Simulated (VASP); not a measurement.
A run of VASP 6.6.1 is set up as follows.

Contents of INCAR:

```
PREC = Accurate
ENCUT = 600
EDIFF = 1E-7
ISMEAR = 0
SIGMA = 0.1
LREAL = False
LASPH = True
NELM = 200
ALGO = Normal
ISIF = 4
LWAVE = False
LCHARG = False
ISPIN = 2
MAGMOM = 0.92 0.92 0 0 0 0
LORBIT = 11
LMAXMIX = 4
GGA = PE
IBRION = 2
NSW = 50
EDIFFG = -0.01
GGA_COMPAT = False
NELMIN = 4
KPAR = 4
```

KPOINTS

```
regular mesh
0
Gamma
  8 8 12
```

Contents of POSCAR:

```
VO2
1.0
    4.3868570481      0.0000000000      0.0000000000
    0.0000000000      4.3868570481      0.0000000000
    0.0000000000      0.0000000000      2.7267643471
V O
2 4
Direct
    0.0000000000      0.0000000000      0.0000000000
    0.5000000000      0.5000000000      0.5000000000
    0.2966700280      0.2966700280      0.0000000000
    0.2033299720      0.7966700280      0.5000000000
    0.7033299720      0.7033299720      0.0000000000
    0.7966700280      0.2033299720      0.5000000000
```

Potentials or basis: VASP PAW PBE potentials, release 64 (V_sv, O).

Launch:

```bash
$ cat potpaw_PBE.64/V_sv/POTCAR potpaw_PBE.64/O/POTCAR > POTCAR
$ mpirun -np 4 vasp_std > vasp.out
```

(1) What does it give for the site moments?

(2) What does it give for the net moment?

## Answers

(1) V +0.96; O -0.03 μB.

(2) 1.90 μB per cell.
